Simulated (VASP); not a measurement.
A run of VASP 6.6.1 is set up as follows.

Contents of INCAR:

```
SYSTEM = CdS
PREC     = Accurate       ! precision mode
ENCUT    = 500            ! plane-wave cutoff, eV
EDIFF    = 1E-7           ! SCF threshold, eV
ISMEAR   = 0              ! smearing method
SIGMA    = 0.02           ! smearing width, eV
LREAL    = .False.        ! projectors in reciprocal space
LASPH    = .True.         ! aspherical terms in the spheres
NELM     = 120            ! most SCF steps
ALGO     = Normal         ! electronic algorithm
ISIF     = 3              ! what is computed and relaxed
LWAVE    = .False.        ! write WAVECAR
LCHARG   = .False.        ! write CHGCAR
IBRION   = 2              ! ionic algorithm
NSW      = 100            ! ionic steps
EDIFFG   = -0.002         ! ionic threshold
GGA_COMPAT= .False.      
NELMIN   = 4
```

File KPOINTS:

```
regular mesh
0
Gamma
  8 8 8
  0 0 0
```

The input POSCAR:

```
CdS
1.0
    0.0000000000      2.9200000000      2.9200000000
    2.9200000000      0.0000000000      2.9200000000
    2.9200000000      2.9200000000      0.0000000000
Cd S
1 1
Direct
    0.0000000000      0.0000000000      0.0000000000
    0.2500000000      0.2500000000      0.2500000000
```

Potentials or basis: VASP PAW LDA potentials, release 64 (Cd, S).

Command:

```console
$ cat potpaw_LDA.64/Cd/POTCAR potpaw_LDA.64/S/POTCAR > POTCAR
$ mpirun -np 1 vasp_std > vasp.out
```

(1) Predict the relaxed volume.

(2) What does it give for the space group after relaxing (to 0.1 Å)?

(3) Predict the band gap on the k mesh.

Results:

(1) 24.04 Å³/atom.

(2) F-43m (No. 216).

(3) 0.96 eV.
